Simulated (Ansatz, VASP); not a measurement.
## Two plane-wave programs on CdF2

INCAR

```
PREC     = Accurate       # precision mode
ENCUT    = 520            # plane-wave cutoff, eV
EDIFF    = 1E-6           # SCF threshold, eV
ISMEAR   = 0              # smearing method
SIGMA    = 0.05           # smearing width, eV
LREAL    = False          # projectors in reciprocal space
LASPH    = True           # aspherical terms in the spheres
NELM     = 100            # most SCF steps
ALGO     = Normal         # electronic algorithm
ISIF     = 2              # what is computed and relaxed
LWAVE    = False          # write WAVECAR
LCHARG   = False          # write CHGCAR
GGA      = PE             # functional
NBANDS   = 20             # bands
```

KPOINTS

```
regular mesh
0
Gamma
  8 8 8
```

The input POSCAR:

```
CdF2
1.0
   -0.3014297579      2.7402705265      2.7038249285
    2.7402705265     -0.3014297579      2.7038249285
    2.4388407686      2.4388407686      0.0000000000
Cd F
1 2
Direct
    0.0000000000      0.0000000000      0.0000000000
    0.2500000000      0.2500000000      0.2500000000
    0.7500000000      0.7500000000      0.7500000000
```

Input for Ansatz:

```yaml
crystal:
  lattice:
    - [-0.3014297579, 2.7402705265, 2.7038249285]
    - [2.7402705265, -0.3014297579, 2.7038249285]
    - [2.4388407686, 2.4388407686, 0.0]
  atoms:
    - { symbol: Cd, position: [0.0, 0.0, 0.0] }
    - { symbol: F, position: [0.25, 0.25, 0.25] }
    - { symbol: F, position: [0.75, 0.75, 0.75] }
basis:
  ecutwfc: 520.0
kpoints:
  mp_grid: { grid: [8, 8, 8] }
hamiltonian:
  xc: pbe
  pseudopotentials: { kind: paw }
scf:
  occupations: { method: gaussian, width: 0.05 }
output:
  forces: true
  stress: true
  eigenvalues: true
```

Change from the starting cell: engineering shear strain xy -0.2200, normal strain along z -0.0133.

Alike in both runs: task single point; functional PBE; k mesh 8 × 8 × 8; occupations gaussian, width 0.05 eV; no spin polarisation.

```csv
,VASP,Ansatz
version,VASP 6.6.1,Ansatz 0.2.0
potentials or method,"VASP PAW PBE potentials, release 64 (Cd, F), cutoff 520 eV","scalar-relativistic, plane waves, PAW"
valence electrons in the cell,26,34
```

Ansatz gave:

| Quantity | Value |
| --- | --- |
| gap on the k mesh at the Fermi level (eV) | 2.91 |
| least direct gap on the mesh (eV) | 3.17 |
| pressure (GPa) | 7.2 |
| traceless stress, the component that is largest in VASP (GPa) | 6.67 |
| rms of the force components (eV/Å) | 0.261 |

Question: Estimate VASP's values.

Answer: gap on the k mesh at the Fermi level (eV): 2.87; least direct gap on the mesh (eV): 3.13; pressure (GPa): 8.1; traceless stress, the component that is largest in VASP (GPa): 7.51; rms of the force components (eV/Å): 0.304.

Atom by atom the forces differ by 0.043 eV/Å (rms over components). VASP's potentials hold 26 valence electrons a cell and Ansatz's 34, so a difference there can come from the potentials and not from the codes.
